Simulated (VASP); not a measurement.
# CdSe (F-43m) in VASP: further runs

Runs on CdSe. Level: PBEsol. Tasks: single point.

Everything below comes from runs of VASP 6.6.1. Logs are shortened: lines on timing, memory, paths and dates and some standing lists are left out, and cuts for length are marked.

## 1. The cell of the first run

It takes space group F-43m (No. 216, cubic). The conventional cell has a = 6.083 Å, b = 6.083 Å, c = 6.083 Å, α = 90.00°, β = 90.00°, γ = 90.00°. Cd (site symmetry -43m) has 4 Se at 2.63 Å within 3.5 Å. Within 3.5 Å of Se (site symmetry -43m) lie 4 Cd at 2.63 Å.

## 2. Single point, PBEsol

Contents of INCAR:

```
  PREC = Accurate
  ENCUT = 520
  EDIFF = 1E-6
  ISMEAR = 0
  SIGMA = 0.01
  LREAL = False
  LASPH = True
  NELM = 100
  ALGO = Normal
  ISIF = 2
  LWAVE = False
  LCHARG = False
  GGA = PS
  NBANDS = 16
```

Contents of KPOINTS:

```
regular mesh
0
Gamma
  6 6 6
```

Contents of POSCAR:

```
CdSe
1.0
    0.0000000000      3.0413470752      3.0413470752
    3.0413470752      0.0000000000      3.0413470752
    3.0413470752      3.0413470752      0.0000000000
Cd Se
1 1
Direct
    0.0000000000      0.0000000000      0.0000000000
    0.7500000000      0.7500000000      0.7500000000
```

Potentials or basis: VASP PAW PBE potentials, release 64 (Cd, Se).

Command:

```console
cat potpaw_PBE.64/Cd/POTCAR potpaw_PBE.64/Se/POTCAR > POTCAR
mpirun -np 1 vasp_std > vasp.out
```

OUTCAR:

```text
PREC = Accurate
   ENCUT = 520
   EDIFF = 1E-6
   ISMEAR = 0
   LREAL = False
   LASPH = True
   NELM = 100
   ISIF = 2
   GGA = PS

 ion  position               nearest neighbor table
   1  0.000  0.000  0.000-   2 2.63   2 2.63   2 2.63   2 2.63
   2  0.750  0.750  0.750-   1 2.63   1 2.63   1 2.63   1 2.63

  LATTYP: Found a face centered cubic cell.
 ALAT       =     6.0826941504

  Lattice vectors:

 A1 = (   0.0000000000,   3.0413470752,   3.0413470752)
 A2 = (   3.0413470752,   0.0000000000,   3.0413470752)
 A3 = (   3.0413470752,   3.0413470752,   0.0000000000)

Analysis of symmetry for initial positions (statically):
=====================================================================
 Subroutine PRICEL returns:
 Original cell was already a primitive cell.

 Routine SETGRP: Setting up the symmetry group for a
 face centered cubic supercell.

 Subroutine GETGRP returns: Found 24 space group operations
 (whereof 24 operations were pure point group operations)
 out of a pool of 48 trial point group operations.

The static configuration has the point symmetry T_d .

Analysis of symmetry for dynamics (positions and initial velocities):
=====================================================================
 Subroutine PRICEL returns:
 Original cell was already a primitive cell.

 Routine SETGRP: Setting up the symmetry group for a
 face centered cubic supercell.

 Subroutine GETGRP returns: Found 24 space group operations
 (whereof 24 operations were pure point group operations)
 out of a pool of 48 trial point group operations.

The dynamic configuration has the point symmetry T_d .

 Subroutine INISYM returns: Found 24 space group operations
 (whereof 24 operations are pure point group operations),
 and found     1 'primitive' translations

----------------------------------------------------------------------------------------

                                     Primitive cell

  volume of cell :      56.2637

  direct lattice vectors                    reciprocal lattice vectors
     0.000000000  3.041347075  3.041347075    -0.164400835  0.164400835  0.164400835
     3.041347075  0.000000000  3.041347075     0.164400835 -0.164400835  0.164400835
     3.041347075  3.041347075  0.000000000     0.164400835  0.164400835 -0.164400835

  length of vectors
     4.301114282  4.301114282  4.301114282     0.284750600  0.284750600  0.284750600

  position of ions in fractional coordinates (direct lattice)
     0.000000000  0.000000000  0.000000000
     0.750000000  0.750000000  0.750000000

  ion indices of the primitive-cell ions
   primitive index   ion index
                 1           1
                 2           2

----------------------------------------------------------------------------------------

 KPOINTS: regular mesh

Automatic generation of k-mesh.
 Grid dimensions read from file:
 generate k-points for:    6    6    6

 Generating k-lattice:

  Cartesian coordinates                     Fractional coordinates (reciprocal lattice)
    -0.027400139  0.027400139  0.027400139     0.166666667  0.000000000  0.000000000
     0.027400139 -0.027400139  0.027400139     0.000000000  0.166666667  0.000000000
     0.027400139  0.027400139 -0.027400139     0.000000000  0.000000000  0.166666667

  Length of vectors
     0.047458433  0.047458433  0.047458433

  Shift w.r.t. Gamma in fractional coordinates (k-lattice)
     0.000000000  0.000000000  0.000000000

 Subroutine IBZKPT returns following result:
 ===========================================

 Found     16 irreducible k-points:

 Following reciprocal coordinates:
            Coordinates               Weight
  0.000000  0.000000  0.000000      1.000000
  0.166667  0.000000  0.000000      8.000000
  0.333333  0.000000  0.000000      8.000000
  0.500000  0.000000  0.000000      4.000000
  0.166667  0.166667  0.000000      6.000000
  0.333333  0.166667  0.000000     24.000000
[... 8 lines left out ...]
 -0.333333  0.333333  0.166667     24.000000
 -0.333333  0.500000  0.166667     12.000000
   k-points           NKPTS =     16   k-points in BZ     NKDIM =     16   number of bands    NBANDS=     16
   number of dos      NEDOS =    301   number of ions     NIONS =      2
   total plane-waves  NPLWV =  32768
   dimension x,y,z NGX =    32 NGY =   32 NGZ =   32
   dimension x,y,z NGXF=    64 NGYF=   64 NGZF=   64
   ions per type =               1   1
   NGX,Y,Z   is equivalent  to a cutoff of  12.37, 12.37, 12.37 a.u.
   NGXF,Y,Z  is equivalent  to a cutoff of  24.74, 24.74, 24.74 a.u.
 SYSTEM =  unknown system
   PREC   = accura    normal or accurate (medium, high low for compatibility)
   ISTART =      0    job   : 0-new  1-cont  2-samecut
   ICHARG =      2    charge: 1-file 2-atom 10-const
   ISPIN  =      1    spin polarized calculation?
   LNONCOLLINEAR =      F non collinear calculations
   LSORBIT =      F    spin-orbit coupling
   LASPH  =      T    aspherical Exc in radial PAW
   ENCUT  =  520.0 eV  38.22 Ry    6.18 a.u.   8.00  8.00  8.00*2*pi/ulx,y,z
   NELM   =    100;   NELMIN=  2; NELMDL= -5     # of ELM steps
   EDIFF  = 0.1E-05   stopping-criterion for ELM
   LREAL  =      F    real-space projection
   EDIFFG = 0.1E-04   stopping-criterion for IOM
   NSW    =      0    number of steps for IOM
   IBRION =     -1    ionic relax: 0-MD 1-quasi-New 2-CG
   NFREE  =      0    steps in history (QN), initial steepest desc. (CG)
   ISIF   =      2    stress and relaxation
   ISYM   =      2    0-nonsym 1-usesym 2-fastsym
   POTIM  = 0.5000    time-step for ionic-motion
   TEBEG  =    0.0;   TEEND  =   0.0 temperature during run
   PSTRESS=    0.0 pullay stress
   NELECT =      18.0000    total number of electrons
   NUPDOWN=      -1.0000    fix difference up-down
   EMIN   =  10.00;   EMAX   =-10.00  energy-range for DOS
   EFERMI =   0.00;   METHOD = LEGACY
   ISMEAR =     0;   SIGMA  =   0.01  broadening in eV -4-tet -1-fermi 0-gaus
   EFERMI_NEDOS =   21; number of points for ismear=-14 and -15
   IALGO  =     38    algorithm
   IMIX   =      4    mixing-type and parameters
     AMIX     =   0.40;   BMIX     =  1.00
     AMIX_MAG =   1.60;   BMIX_MAG =  1.00
  volume/ion in A,a.u.               =      28.13       189.84
  Fermi-wavevector in a.u.,A,eV,Ry     =   1.119669  2.115868 17.057064  1.253659
  Thomas-Fermi vector in A             =   2.256310
   LORBIT       =      0    0 simple, 1 ext, 2 COOP (PROOUT), +10 PAW based schemes
   GGA     = PS    functional components
   LHFCALC =     F    Hartree Fock is set to
   AEXX    =    0.0000 exact exchange contribution
   IVDW    =     0    specifies the selected vdW correction
   LEPSILON=     F    determine dielectric tensor
   LRPA    =     F    only Hartree local field effects (RPA)
 non-spin polarized calculation
 Gauss-broadening in eV      SIGMA  =   0.01
  energy-cutoff  :      520.00
  volume of cell :       56.26
 maximum number of plane-waves:      1527
   NGX = 15   NGY = 15   NGZ = 15

 number of electron      18.0000002 magnetization

 Free energy of the ion-electron system (eV)
  ---------------------------------------------------
  ext. energy  EPLUGINS =         0.00000000
  ---------------------------------------------------
  free energy    TOTEN  =        -6.17251496 eV

  energy without entropy =       -6.17251496  energy(sigma->0) =       -6.17251496

 E-fermi :   0.9354     XC(G=0):  -9.0972

 val. band max:        0.8146905581   @ k =   0.0000   0.0000   0.0000
 cond. band min:       1.2948392362   @ k =   0.0000   0.0000   0.0000
 fundamental gap:      0.4801486782
 Fermi energy:         0.9353640012

 k-point     1 :       0.0000    0.0000    0.0000
  band No.  band energies     occupation
      1     -11.8080      2.00000
      2      -7.1014      2.00000
      3      -7.1014      2.00000
      4      -7.1014      2.00000
      5      -6.7205      2.00000
      6      -6.7205      2.00000
[... 8 lines left out ...]
     15      11.8772      0.00000
     16      11.8772      0.00000

 k-point     2 :       0.1667    0.0000    0.0000
  band No.  band energies     occupation
      1     -11.7144      2.00000
      2      -7.0722      2.00000
      3      -7.0722      2.00000
      4      -7.0149      2.00000
      5      -6.7215      2.00000
      6      -6.7215      2.00000
[... 8 lines left out ...]
     15      10.8627      0.00000
     16      11.1622      0.00000

 k-point     3 :       0.3333    0.0000    0.0000
  band No.  band energies     occupation
      1     -11.5239      2.00000
      2      -7.0235      2.00000
      3      -7.0235      2.00000
      4      -6.7133      2.00000
      5      -6.7106      2.00000
      6      -6.7106      2.00000
[... 8 lines left out ...]
     15      11.2967      0.00000
     16      11.2967      0.00000

 k-point     4 :       0.5000    0.0000    0.0000
  band No.  band energies     occupation
      1     -11.4275      2.00000
      2      -7.0061      2.00000
      3      -7.0061      2.00000
      4      -6.6967      2.00000
      5      -6.6967      2.00000
      6      -6.4273      2.00000
[... 8 lines left out ...]
     15      12.8907      0.00000
     16      12.8907      0.00000
[... 172 lines left out ...]
 k-point    14 :       0.5000    0.3333    0.1667
  band No.  band energies     occupation
      1     -11.4007      2.00000
      2      -6.9534      2.00000
      3      -6.9456      2.00000
      4      -6.7919      2.00000
      5      -6.6940      2.00000
      6      -6.4860      2.00000
[... 8 lines left out ...]
     15      12.8601      0.00000
     16      13.8661      0.00000

 k-point    15 :      -0.3333    0.3333    0.1667
  band No.  band energies     occupation
      1     -11.3387      2.00000
      2      -6.9471      2.00000
      3      -6.9183      2.00000
      4      -6.7537      2.00000
      5      -6.7099      2.00000
      6      -6.2909      2.00000
[... 8 lines left out ...]
     15      12.6055      0.00000
     16      13.7888      0.00000

 k-point    16 :      -0.3333    0.5000    0.1667
  band No.  band energies     occupation
      1     -11.3085      2.00000
      2      -6.9139      2.00000
      3      -6.8910      2.00000
      4      -6.7858      2.00000
      5      -6.6928      2.00000
      6      -6.2650      2.00000
[... 8 lines left out ...]
     15      13.5354      0.00000
     16      13.7287      0.00000

------------------------ aborting loop because EDIFF is reached ----------------------------------------

  FORCE on cell =-STRESS in cart. coord.  units (eV):
  Direction    XX          YY          ZZ          XY          YZ          ZX
  --------------------------------------------------------------------------------------
  -------------------------------------------------------------------------------------
  Total        0.1140834      0.1140834      0.1140834      0.0000000      0.0000000      0.0000000
  in kB        3.2486676      3.2486676      3.2486676      0.0000000      0.0000000      0.0000000
  external PRESSURE =       3.2486676 kB  Pullay stress =       0.0000000 kB

 VOLUME and BASIS-vectors are now :
 -----------------------------------------------------------------------------
  energy-cutoff  :      520.00
  volume of cell :       56.26
      direct lattice vectors                 reciprocal lattice vectors
     0.000000000  3.041347075  3.041347075    -0.164400835  0.164400835  0.164400835
     3.041347075  0.000000000  3.041347075     0.164400835 -0.164400835  0.164400835
     3.041347075  3.041347075  0.000000000     0.164400835  0.164400835 -0.164400835

 POSITION                                       TOTAL-FORCE (eV/Angst)
 -----------------------------------------------------------------------------------
      0.00000      0.00000      0.00000        -0.000000     -0.000000      0.000000
      4.56202      4.56202      4.56202         0.000000      0.000000     -0.000000
 -----------------------------------------------------------------------------------
    total drift:                                0.000000      0.000000      0.000000

  FREE ENERGIE OF THE ION-ELECTRON SYSTEM (eV)
  ---------------------------------------------------
  free  energy   TOTEN  =        -6.1725149596 eV

  energy  without entropy=       -6.1725149596  energy(sigma->0) =       -6.17251496
```

Run time: 11 s. Hardware: 1 thread of Intel Xeon 6975P-C, shared host; peak memory 0.18 GiB.

Results:

| Item | Value |
| --- | --- |
| Free energy | -6.1725 eV |
| Pressure | 0.3 GPa |
| Band gap on the k mesh | 0.48 eV, direct |

Levels at points of the mesh, in eV from the valence-band top:
| k point | band 6 | band 7 | band 8 | band 9 | band 10 | band 11 | band 12 | band 13 |
| --- | --- | --- | --- | --- | --- | --- | --- | --- |
| (0.00, 0.00, 0.00) | -7.54 | 0.00 | 0.00 | 0.00 | 0.48 | 5.85 | 5.85 | 5.85 |
| (0.50, 0.00, 0.00) | -7.24 | -4.45 | -0.76 | -0.76 | 2.29 | 6.36 | 6.36 | 7.28 |
| (0.50, 0.50, 0.00) | -7.18 | -4.13 | -1.88 | -1.88 | 3.00 | 3.67 | 8.98 | 10.12 |

Caveat: the PAW data sets were made with another functional, which shifts forces and pressure a little.

(Part 1 of 2 ends here.)
